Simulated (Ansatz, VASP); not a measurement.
# One calculation of NaRh2, two programs

```xyz
3
Lattice="-1.3730 1.3730 6.6587 1.3730 -1.3730 6.6587 1.3730 1.3730 -6.6587" Properties=species:S:1:pos:R:3 pbc="T T T"
Na    0.0000    0.0000    0.0000
Rh    0.0000    0.0000    4.1943
Rh    0.0000    0.0000    9.1231
```

Alike in both runs: functional PBE; k mesh 8 × 8 × 8; occupations gaussian, width 0.1 eV; no spin polarisation.

Ansatz relaxed the structure, and its values are those at the end. VASP's run is a single point on that final structure, the one shown.

|  | VASP | Ansatz |
| --- | --- | --- |
| version | VASP 6.6.1 | Ansatz 0.2.0 |
| potentials or method | VASP PAW PBE potentials, release 64 (Na_pv, Rh_pv), cutoff 500 eV | scalar-relativistic, plane waves, PAW |
| valence electrons in the cell | 37 | 43 |

|  | VASP | Ansatz | Ansatz less VASP |
| --- | --- | --- | --- |
| gap on the k mesh at the Fermi level (eV) | none | none | - |
| pressure (GPa) | 0.1 | 0.1 | -0.04 |
| rms of the force components (eV/Å) | 0.003 | 0.002 | -0.0011 |

A gap of «none» marks a metal or a gap that the smearing closes. The functional is the same, so the differences come from potentials, cutoffs and numerics. VASP's potentials hold 37 valence electrons a cell and Ansatz's 43, so a difference there can come from the potentials and not from the codes.

The k mesh is coarse, so the values compare programs but aren't converged.
